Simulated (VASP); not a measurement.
# H2C9 (flat sheet) in VASP: single point with PBEsol

Aim: the single point of H2C9 (flat sheet) with PBEsol.

Program: VASP 6.6.1. These are calculated values, not measurements. Logs are shortened: lines on timing, memory, paths and dates and some standing lists are left out, and cuts for length are marked.

## Step 1: The cell of the first run

The cell holds a wire with vacuum, 22 atoms: a = 20.700 Å, b = 9.300 Å, c = 4.282 Å, α = 90.00°, β = 90.00°, γ = 90.00°.

## Step 2: Single point, PBEsol

Contents of INCAR:

```
  PREC = Accurate
  ENCUT = 520
  EDIFF = 1E-6
  ISMEAR = 0
  SIGMA = 0.05
  LREAL = Auto
  LASPH = T
  NELM = 80
  ALGO = Normal
  ISIF = 2
  LWAVE = F
  LCHARG = T
  GGA = PS
  LELF = T
  LVHAR = T
  NBANDS = 55
```

Contents of KPOINTS:

```
regular mesh
0
Gamma
  1 1 13
```

Contents of POSCAR:

```
H2C9
1.0
   20.7000000000      0.0000000000      0.0000000000
    0.0000000000      9.3000000000      0.0000000000
    0.0000000000      0.0000000000      4.2822767111
C H
18 4
Direct
    0.7359888561      0.5000000000      0.3399585241
    0.6188284538      0.5000000000      0.3334347795
    0.6780480572      0.5000000000      0.8319656149
    0.5000000000      0.5000000000      0.3326656830
    0.5591703358      0.5000000000      0.8339253653
    0.3811715462      0.5000000000      0.3334347795
    0.4408296642      0.5000000000      0.8339253653
    0.2640111439      0.5000000000      0.3399585241
    0.3219519428      0.5000000000      0.8319656149
    0.6780480572      0.5000000000      0.1680343851
    0.7359888561      0.5000000000      0.6600414759
    0.5591703358      0.5000000000      0.1660746347
    0.6188284538      0.5000000000      0.6665652205
    0.4408296642      0.5000000000      0.1660746347
    0.5000000000      0.5000000000      0.6673343170
    0.3219519428      0.5000000000      0.1680343851
    0.3811715462      0.5000000000      0.6665652205
    0.2640111439      0.5000000000      0.6600414759
    0.7823731853      0.5000000000      0.2188962004
    0.2176268147      0.5000000000      0.2188962004
    0.7823731853      0.5000000000      0.7811037996
    0.2176268147      0.5000000000      0.7811037996
```

Potentials or basis: VASP PAW PBE potentials, release 64 (C, H).

Run with:

```sh
$ cat potpaw_PBE.64/C/POTCAR potpaw_PBE.64/H/POTCAR > POTCAR
$ mpirun -np 1 vasp_std > vasp.out
```

OUTCAR:

```text
PREC = Accurate
   ENCUT = 520
   EDIFF = 1E-6
   ISMEAR = 0
   LREAL = Auto
   LASPH = T
   NELM = 80
   ISIF = 2
   GGA = PS

 ion  position               nearest neighbor table
   1  0.736  0.500  0.340-  19 1.09  11 1.37  10 1.41
   2  0.619  0.500  0.333-  10 1.42  13 1.43  12 1.43
   3  0.678  0.500  0.832-  11 1.41  13 1.42  10 1.44
   4  0.500  0.500  0.333-  12 1.42  14 1.42  15 1.43
   5  0.559  0.500  0.834-  15 1.42  12 1.42  13 1.43
   6  0.381  0.500  0.333-  16 1.42  17 1.43  14 1.43
[... 10 lines left out ...]
  17  0.381  0.500  0.667-   9 1.42   6 1.43   7 1.43
  18  0.264  0.500  0.660-  22 1.09   8 1.37   9 1.41
  19  0.782  0.500  0.219-   1 1.09
  20  0.218  0.500  0.219-   8 1.09
  21  0.782  0.500  0.781-  11 1.09
  22  0.218  0.500  0.781-  18 1.09

  LATTYP: Found a simple orthorhombic cell.
 ALAT       =     4.2822767111
 B/A-ratio  =     2.1717419558
 C/A-ratio  =     4.8338772565

  Lattice vectors:

 A1 = (   0.0000000000,   0.0000000000,  -4.2822767111)
 A2 = (   0.0000000000,   9.3000000000,   0.0000000000)
 A3 = (  20.7000000000,   0.0000000000,   0.0000000000)

Analysis of symmetry for initial positions (statically):
=====================================================================
 Subroutine PRICEL returns:
 Original cell was already a primitive cell.

 Routine SETGRP: Setting up the symmetry group for a
 simple orthorhombic supercell.

 Subroutine GETGRP returns: Found  8 space group operations
 (whereof  8 operations were pure point group operations)
 out of a pool of  8 trial point group operations.

The static configuration has the point symmetry D_2h.

Analysis of symmetry for dynamics (positions and initial velocities):
=====================================================================
 Subroutine PRICEL returns:
 Original cell was already a primitive cell.

 Routine SETGRP: Setting up the symmetry group for a
 simple orthorhombic supercell.

 Subroutine GETGRP returns: Found  8 space group operations
 (whereof  8 operations were pure point group operations)
 out of a pool of  8 trial point group operations.

The dynamic configuration has the point symmetry D_2h.

 Subroutine INISYM returns: Found  8 space group operations
 (whereof  8 operations are pure point group operations),
 and found     1 'primitive' translations

----------------------------------------------------------------------------------------

                                     Primitive cell

  volume of cell :     824.3811

  direct lattice vectors                    reciprocal lattice vectors
    20.700000000  0.000000000  0.000000000     0.048309179  0.000000000  0.000000000
     0.000000000  9.300000000  0.000000000     0.000000000  0.107526882  0.000000000
     0.000000000  0.000000000  4.282276711     0.000000000  0.000000000  0.233520640

  length of vectors
    20.700000000  9.300000000  4.282276711     0.048309179  0.107526882  0.233520640

  position of ions in fractional coordinates (direct lattice)
     0.735988856  0.500000000  0.339958524
     0.618828454  0.500000000  0.333434780
     0.678048057  0.500000000  0.831965615
     0.500000000  0.500000000  0.332665683
     0.559170336  0.500000000  0.833925365
     0.381171546  0.500000000  0.333434780
[... 14 lines left out ...]
     0.782373185  0.500000000  0.781103800
     0.217626815  0.500000000  0.781103800

  ion indices of the primitive-cell ions
   primitive index   ion index
                 1           1
                 2           2
                 3           3
                 4           4
                 5           5
                 6           6
[... 14 lines left out ...]
                21          21
                22          22

----------------------------------------------------------------------------------------

 KPOINTS: regular mesh

Automatic generation of k-mesh.
 Grid dimensions read from file:
 generate k-points for:    1    1   13

 Generating k-lattice:

  Cartesian coordinates                     Fractional coordinates (reciprocal lattice)
     0.048309179  0.000000000  0.000000000     1.000000000  0.000000000  0.000000000
     0.000000000  0.107526882  0.000000000     0.000000000  1.000000000  0.000000000
     0.000000000  0.000000000  0.017963126     0.000000000  0.000000000  0.076923077

  Length of vectors
     0.048309179  0.107526882  0.017963126

  Shift w.r.t. Gamma in fractional coordinates (k-lattice)
     0.000000000  0.000000000  0.000000000

 Subroutine IBZKPT returns following result:
 ===========================================

 Found      7 irreducible k-points:

 Following reciprocal coordinates:
            Coordinates               Weight
  0.000000  0.000000  0.000000      1.000000
  0.000000  0.000000  0.076923      2.000000
  0.000000  0.000000  0.153846      2.000000
  0.000000  0.000000  0.230769      2.000000
  0.000000  0.000000  0.307692      2.000000
  0.000000  0.000000  0.384615      2.000000
  0.000000  0.000000  0.461538      2.000000
   k-points           NKPTS =      7   k-points in BZ     NKDIM =      7   number of bands    NBANDS=     55
   number of dos      NEDOS =    301   number of ions     NIONS =     22
   total plane-waves  NPLWV = 358400
   dimension x,y,z NGX =   160 NGY =   70 NGZ =   32
   dimension x,y,z NGXF=   320 NGYF=  140 NGZF=   64
   ions per type =              18   4
   NGX,Y,Z   is equivalent  to a cutoff of  12.85, 12.51, 12.42 a.u.
   NGXF,Y,Z  is equivalent  to a cutoff of  25.70, 25.03, 24.85 a.u.
 SYSTEM =  unknown system
   PREC   = accura    normal or accurate (medium, high low for compatibility)
   ISTART =      0    job   : 0-new  1-cont  2-samecut
   ICHARG =      2    charge: 1-file 2-atom 10-const
   ISPIN  =      1    spin polarized calculation?
   LNONCOLLINEAR =      F non collinear calculations
   LSORBIT =      F    spin-orbit coupling
   LASPH  =      T    aspherical Exc in radial PAW
   ENCUT  =  520.0 eV  38.22 Ry    6.18 a.u.  38.49 17.29  7.96*2*pi/ulx,y,z
   NELM   =     80;   NELMIN=  2; NELMDL= -5     # of ELM steps
   EDIFF  = 0.1E-05   stopping-criterion for ELM
   LREAL  =      T    real-space projection
   EDIFFG = 0.1E-04   stopping-criterion for IOM
   NSW    =      0    number of steps for IOM
   IBRION =     -1    ionic relax: 0-MD 1-quasi-New 2-CG
   NFREE  =      0    steps in history (QN), initial steepest desc. (CG)
   ISIF   =      2    stress and relaxation
   ISYM   =      2    0-nonsym 1-usesym 2-fastsym
   POTIM  = 0.5000    time-step for ionic-motion
   TEBEG  =    0.0;   TEEND  =   0.0 temperature during run
   PSTRESS=    0.0 pullay stress
   NELECT =      76.0000    total number of electrons
   NUPDOWN=      -1.0000    fix difference up-down
   EMIN   =  10.00;   EMAX   =-10.00  energy-range for DOS
   EFERMI =   0.00;   METHOD = LEGACY
   ISMEAR =     0;   SIGMA  =   0.05  broadening in eV -4-tet -1-fermi 0-gaus
   EFERMI_NEDOS =   21; number of points for ismear=-14 and -15
   IALGO  =     38    algorithm
   IMIX   =      4    mixing-type and parameters
     AMIX     =   0.40;   BMIX     =  1.00
     AMIX_MAG =   1.60;   BMIX_MAG =  1.00
  volume/ion in A,a.u.               =      37.47       252.87
  Fermi-wavevector in a.u.,A,eV,Ry     =   0.739554  1.397555  7.441577  0.546940
  Thomas-Fermi vector in A             =   1.833745
   LORBIT       =      0    0 simple, 1 ext, 2 COOP (PROOUT), +10 PAW based schemes
   GGA     = PS    functional components
   LHFCALC =     F    Hartree Fock is set to
   AEXX    =    0.0000 exact exchange contribution
   IVDW    =     0    specifies the selected vdW correction
   LEPSILON=     F    determine dielectric tensor
   LRPA    =     F    only Hartree local field effects (RPA)
 non-spin polarized calculation
 Gauss-broadening in eV      SIGMA  =   0.05
  energy-cutoff  :      520.00
  volume of cell :      824.38
 maximum number of plane-waves:     22282
 NGX is ok and might be reduce to   160
   NGX = 77   NGY = 35   NGZ = 15

 number of electron      75.9999988 magnetization

 Free energy of the ion-electron system (eV)
  ---------------------------------------------------
  ext. energy  EPLUGINS =         0.00000000
  ---------------------------------------------------
  free energy    TOTEN  =      -186.25645554 eV

  energy without entropy =     -186.25645554  energy(sigma->0) =     -186.25645554

 E-fermi :  -2.3267     XC(G=0):  -2.9633

 val. band max:       -2.6216223187   @ k =   0.0000   0.0000   0.0000
 cond. band min:      -1.8387637762   @ k =   0.0000   0.0000   0.0000
 fundamental gap:      0.7828585425
 Fermi energy:        -2.3267134488

 k-point     1 :       0.0000    0.0000    0.0000
  band No.  band energies     occupation
      1     -21.5020      2.00000
      2     -20.9423      2.00000
      3     -20.0553      2.00000
      4     -18.8128      2.00000
      5     -17.3581      2.00000
      6     -16.3050      2.00000
[... 42 lines left out ...]
     49       2.5461      0.00000
     50       2.5629      0.00000

 k-point     2 :       0.0000    0.0000    0.0769
  band No.  band energies     occupation
      1     -21.4673      2.00000
      2     -20.9080      2.00000
      3     -20.0218      2.00000
      4     -18.7810      2.00000
      5     -17.3331      2.00000
      6     -16.7436      2.00000
[... 42 lines left out ...]
     49       2.6019      0.00000
     50       2.6096      0.00000

 k-point     3 :       0.0000    0.0000    0.1538
  band No.  band energies     occupation
      1     -21.3634      2.00000
      2     -20.8053      2.00000
      3     -19.9215      2.00000
      4     -18.6867      2.00000
      5     -17.4502      2.00000
      6     -17.2378      2.00000
[... 42 lines left out ...]
     49       2.5679      0.00000
     50       2.7492      0.00000

 k-point     4 :       0.0000    0.0000    0.2308
  band No.  band energies     occupation
      1     -21.1904      2.00000
      2     -20.6345      2.00000
      3     -19.7557      2.00000
      4     -18.5355      2.00000
      5     -18.1119      2.00000
      6     -17.5674      2.00000
[... 42 lines left out ...]
     49       2.8041      0.00000
     50       2.9795      0.00000

 k-point     5 :       0.0000    0.0000    0.3077
  band No.  band energies     occupation
      1     -20.9490      2.00000
      2     -20.3967      2.00000
      3     -19.5283      2.00000
      4     -18.7324      2.00000
      5     -18.3962      2.00000
      6     -18.0986      2.00000
[... 42 lines left out ...]
     49       3.1335      0.00000
     50       3.2956      0.00000

 k-point     6 :       0.0000    0.0000    0.3846
  band No.  band energies     occupation
      1     -20.6399      2.00000
      2     -20.0940      2.00000
      3     -19.3613      2.00000
      4     -19.1754      2.00000
      5     -18.7848      2.00000
      6     -17.9923      2.00000
[... 42 lines left out ...]
     49       3.1930      0.00000
     50       3.5276      0.00000

 k-point     7 :       0.0000    0.0000    0.4615
  band No.  band energies     occupation
      1     -20.2646      2.00000
      2     -19.8236      2.00000
      3     -19.7383      2.00000
      4     -19.2565      2.00000
      5     -18.8907      2.00000
      6     -18.3591      2.00000
[... 42 lines left out ...]
     49       3.2903      0.00000
     50       3.5058      0.00000
 [bands above 50 left out]

------------------------ aborting loop because EDIFF is reached ----------------------------------------

  FORCE on cell =-STRESS in cart. coord.  units (eV):
  Direction    XX          YY          ZZ          XY          YZ          ZX
  --------------------------------------------------------------------------------------
  -------------------------------------------------------------------------------------
  Total        0.8585625     -0.1175077      1.0530768      0.0000000      0.0000000      0.0000000
  in kB        1.6686086     -0.2283752      2.0466455      0.0000000      0.0000000      0.0000000
  external PRESSURE =       1.1622930 kB  Pullay stress =       0.0000000 kB

 VOLUME and BASIS-vectors are now :
 -----------------------------------------------------------------------------
  energy-cutoff  :      520.00
  volume of cell :      824.38
      direct lattice vectors                 reciprocal lattice vectors
    20.700000000  0.000000000  0.000000000     0.048309179  0.000000000  0.000000000
     0.000000000  9.300000000  0.000000000     0.000000000  0.107526882  0.000000000
     0.000000000  0.000000000  4.282276711     0.000000000  0.000000000  0.233520640

 POSITION                                       TOTAL-FORCE (eV/Angst)
 -----------------------------------------------------------------------------------
     15.23497      4.65000      1.45580         0.030748     -0.000000     -0.027170
     12.80975      4.65000      1.42786         0.007620     -0.000000     -0.018165
     14.03559      4.65000      3.56271        -0.000166     -0.000000     -0.008172
     10.35000      4.65000      1.42457        -0.000000     -0.000000     -0.027104
     11.57483      4.65000      3.57110        -0.005797     -0.000000     -0.019551
      7.89025      4.65000      1.42786        -0.007620     -0.000000     -0.018165
[... 14 lines left out ...]
     16.19512      4.65000      3.34490         0.024740     -0.000000      0.019036
      4.50488      4.65000      3.34490        -0.024740     -0.000000      0.019036
 -----------------------------------------------------------------------------------
    total drift:                                0.000000      0.000000      0.000000

  FREE ENERGIE OF THE ION-ELECTRON SYSTEM (eV)
  ---------------------------------------------------
  free  energy   TOTEN  =      -186.2564555444 eV

  energy  without entropy=     -186.2564555444  energy(sigma->0) =     -186.25645554
```

It took 6.5 min on 1 thread of Intel Xeon Platinum 8559C (Emerald Rapids), shared host; peak memory 0.78 GiB.

What came out:

| Property | Result |
| --- | --- |
| Free energy | -186.2565 eV |
| Largest force | 0.041 eV/Å |
| Band gap on the k mesh | 0.78 eV, direct |

Forces on the atoms (eV/Å):
```
C    0.031  0.000 -0.027
C    0.008  0.000 -0.018
C    0.000  0.000 -0.008
C    0.000  0.000 -0.027
C   -0.006  0.000 -0.020
C   -0.008  0.000 -0.018
C    0.006  0.000 -0.020
C   -0.031  0.000 -0.027
C    0.000  0.000 -0.008
C    0.000  0.000  0.008
C    0.031  0.000  0.027
C   -0.006  0.000  0.020
C    0.008  0.000  0.018
C    0.006  0.000  0.020
C    0.000  0.000  0.027
C    0.000  0.000  0.008
C   -0.008  0.000  0.018
C   -0.031  0.000  0.027
H    0.025  0.000 -0.019
H   -0.025  0.000 -0.019
H    0.025  0.000  0.019
H   -0.025  0.000  0.019
```

Caveat: the PAW data sets were made with another functional, which shifts forces and pressure a little.
